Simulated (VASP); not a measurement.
HfO2: relaxation of cell and atoms with RPBE

HfO2:

```
Hf O
1.0
     3.55802    0.00000    0.00000
     0.00000    3.55802    0.00000
     0.00000    0.00000    5.17186
Hf O
2 4
Direct
  0.00000 0.00000 0.00000
  0.50000 0.50000 0.50000
  0.00000 0.50000 0.19721
  0.50000 0.00000 0.30279
  0.50000 0.00000 0.80279
  0.00000 0.50000 0.69721
```

```yaml
Program: VASP 6.6.1
Task: relaxation of cell and atoms
Functional: RPBE
Potentials_or_basis: VASP PAW PBE potentials, release 64 (Hf_pv, O)
Cutoff: 600 eV
k_mesh: 8 × 8 × 5
Occupations: fermi-dirac, width 0.05 eV
Spin: no spin polarisation
Dipole_correction: no
Further_INCAR_settings: ALGO = Normal; EDIFF = 1e-06; IBRION = 2; EDIFFG = -0.01; NSW = 60; ISIF = 3
```

| Quantity | Value |
| --- | --- |
| Relaxed volume | 11.53 Å³/atom |
| Relaxed cell | a = 3.612 Å, b = 3.612 Å, c = 5.304 Å, α = 90.00°, β = 90.00°, γ = 90.00° |
| Space group after relaxing (to 0.1 Å) | P4_2/nmc (No. 137) |
| Energy gained by relaxing | 18.9 meV/atom |
| Ionic steps | 13 |
| Pressure after relaxing | 0.0 GPa |
| Band gap on the k mesh | 4.74 eV (least direct gap 4.80 eV) |

Forces on the atoms (eV/Å):
```
Hf   0.000  0.000  0.000
Hf   0.000  0.000  0.000
O    0.000  0.000  0.002
O    0.000  0.000 -0.002
O    0.000  0.000 -0.002
O    0.000  0.000  0.002
```

The path:
| step | energy change (eV) | largest force (eV/Å) | pressure (GPa) | volume (Å³) |
| --- | --- | --- | --- | --- |
| 1 | 0.0000 | 0.1206 | 11.32 | 65.47 |
| 2 | 0.1063 | 0.4372 | -13.20 | 73.05 |
| 3 | -0.1003 | 0.1320 | -0.22 | 68.46 |
| 4 | -0.1004 | 0.1257 | 0.17 | 68.38 |
| 5 | -0.1034 | 0.1166 | 0.18 | 68.48 |
| 6 | -0.1094 | 0.0842 | 0.21 | 68.76 |
| 7 | -0.1067 | 0.0012 | 0.51 | 69.34 |
| 8 | -0.1108 | 0.0588 | 0.28 | 68.96 |
| 9 | -0.1128 | 0.0296 | -0.09 | 69.17 |
| 10 | -0.1132 | 0.0100 | -0.36 | 69.32 |
| 11 | -0.1132 | 0.0125 | -0.33 | 69.30 |
| 12 | -0.1133 | 0.0091 | 0.17 | 69.16 |
| 13 | -0.1133 | 0.0020 | 0.02 | 69.21 |

Final structure:
```
CELL_PARAMETERS angstrom
3.61228 0.00000 0.00000
0.00000 3.61228 0.00000
0.00000 0.00000 5.30392
ATOMIC_POSITIONS crystal
Hf 0.00000 0.00000 0.00000
Hf 0.50000 0.50000 0.50000
O 0.00000 0.50000 0.18931
O 0.50000 0.00000 0.31069
O 0.50000 0.00000 0.81069
O 0.00000 0.50000 0.68931
```

Levels at points of the mesh, in eV from the valence-band top:
| k point | band 18 | band 19 | band 20 | band 21 | band 22 | band 23 | band 24 | band 25 | band 26 |
| --- | --- | --- | --- | --- | --- | --- | --- | --- | --- |
| (0.00, 0.00, 0.00) | -1.36 | -0.89 | -0.16 | -0.06 | -0.06 | 4.74 | 4.79 | 5.94 | 6.00 |
| (0.50, 0.00, 0.00) | -2.01 | -1.35 | -1.35 | -0.15 | -0.15 | 5.10 | 5.10 | 6.05 | 6.05 |
| (0.50, 0.50, 0.00) | -0.99 | -0.76 | -0.76 | -0.68 | -0.68 | 5.81 | 5.81 | 6.08 | 6.08 |

It took 4.8 min on 1 thread of AMD EPYC 9R45 96-Core Processor (Zen 5) (shared host), peak memory 0.21 GiB.

Caveat: the PAW data sets were made with another functional, which shifts forces and pressure a little; spin-orbit coupling is left out, which moves the levels of the heavy elements; an odd mesh through Γ misses points on the zone boundary, where band edges can lie.
